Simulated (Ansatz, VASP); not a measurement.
**Two plane-wave programs on CdPbO2**

```
CELL_PARAMETERS angstrom
3.46237 0.00000 0.00000
-1.73119 2.99850 0.00000
0.00000 0.00000 6.15254
ATOMIC_POSITIONS crystal
Cd 0.00000 0.00000 0.50000
Pb 0.00000 0.00000 0.00000
O 0.33333 0.66667 0.27787
O 0.66667 0.33333 0.72213
```

Alike in both runs: task single point; functional PBEsol; k mesh 12 × 12 × 6; occupations gaussian, width 0.02 eV; no spin polarisation.

```csv
,VASP,Ansatz
version,VASP 6.6.1,Ansatz 0.2.0
potentials or method,"VASP PAW PBE potentials, release 64 (Cd, Pb_d, O), cutoff 520 eV","scalar-relativistic, plane waves, PAW"
valence electrons in the cell,38,46
```

```csv
,VASP,Ansatz,Ansatz less VASP
gap on the k mesh at the Fermi level (eV),0.18,0.19,+0.007
least direct gap on the mesh (eV),0.69,0.70,+0.012
pressure (GPa),-4.7,-5.1,-0.44
"traceless stress, the component that is largest in VASP (GPa)",-0.38,-0.43,-0.046
rms of the force components (eV/Å),0.002,0.018,+0.0166
```

VASP's potentials were made for PBE, not for PBEsol. Atom by atom the forces differ by 0.020 eV/Å (rms over components). The functional is the same, so the differences come from potentials, cutoffs and numerics. VASP's potentials hold 38 valence electrons a cell and Ansatz's 46, so a difference there can come from the potentials and not from the codes.

Spin-orbit coupling is off throughout.
